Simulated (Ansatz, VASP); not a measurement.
LiF: VASP beside Ansatz

Contents of INCAR:

```
PREC     = Accurate       # precision mode
ENCUT    = 750            # plane-wave cutoff, eV
EDIFF    = 1E-6           # SCF threshold, eV
ISMEAR   = -4             # smearing method
SIGMA    = 0.1            # smearing width, eV
LREAL    = F              # projectors in reciprocal space
LASPH    = T              # aspherical terms in the spheres
NELM     = 200            # most SCF steps
ALGO     = Normal         # electronic algorithm
ISIF     = 2              # what is computed and relaxed
LWAVE    = F              # write WAVECAR
LCHARG   = F              # write CHGCAR
LDAU     = T              # DFT+U
LDAUTYPE = 2            
LDAUL    = -1 1           # shell
LDAUU    = 0 1.2          # U, eV
LDAUJ    = 0 0          
LDAUPRINT= 1            
GGA      = PE             # functional
NBANDS   = 12             # bands
GGA_COMPAT= F
```

The input KPOINTS:

```
regular mesh
0
Gamma
  10 10 10
```

Contents of POSCAR:

```
LiF
1.0
    0.0000000000      2.0417135738      2.0417135738
    2.0417135738      0.0000000000      2.0417135738
    2.0417135738      2.0417135738      0.0000000000
Li F
1 1
Direct
    0.0000000000      0.0000000000      0.0000000000
    0.5000000000      0.5000000000      0.5000000000
```

Input for Ansatz:

```yaml
crystal:
  lattice:
    - [0.0, 2.0417135738, 2.0417135738]
    - [2.0417135738, 0.0, 2.0417135738]
    - [2.0417135738, 2.0417135738, 0.0]
  atoms:
    - { symbol: Li, position: [0.0, 0.0, 0.0] }
    - { symbol: F, position: [0.5, 0.5, 0.5] }
basis:
  ecutwfc: 420
kpoints:
  mp_grid: { grid: [10, 10, 10] }
hamiltonian:
  xc: pbe
  hubbard: { sites: [{ species: F, l: p, u_eff: 1.2 }] }
scf:
  occupations: { method: tetrahedron_uncorrected }
  mixing: { algorithm: broyden, ndim: 6, preconditioner: kerker }
  max_iter: 61
output:
  forces: true
  stress: true
  eigenvalues: true
```

Alike in both runs: task single point; functional PBE; k mesh 10 × 10 × 10; no spin polarisation; Hubbard terms F p U = 1.2 eV.

```csv
,VASP,Ansatz
version,VASP 6.6.1,Ansatz 0.2.0
potentials or method,"VASP PAW PBE potentials, release 64 (Li_sv, F), cutoff 750 eV","scalar-relativistic, plane waves, PAW"
occupations,tetrahedron,tetrahedron-uncorrected
valence electrons in the cell,10,10
```

Ansatz gave:

```
gap on the k mesh at the Fermi level (eV) : 9.24
least direct gap on the mesh (eV)         : 9.24
pressure (GPa)                            : -1.2
```

**Question.** Estimate VASP's values.

**Answer.** gap on the k mesh at the Fermi level (eV): 8.88; least direct gap on the mesh (eV): 8.88; pressure (GPa): -2.0.

The programs project onto different local orbitals, so the same U acts differently, and such runs can settle in different states. Ansatz's warnings: band table not solved further.
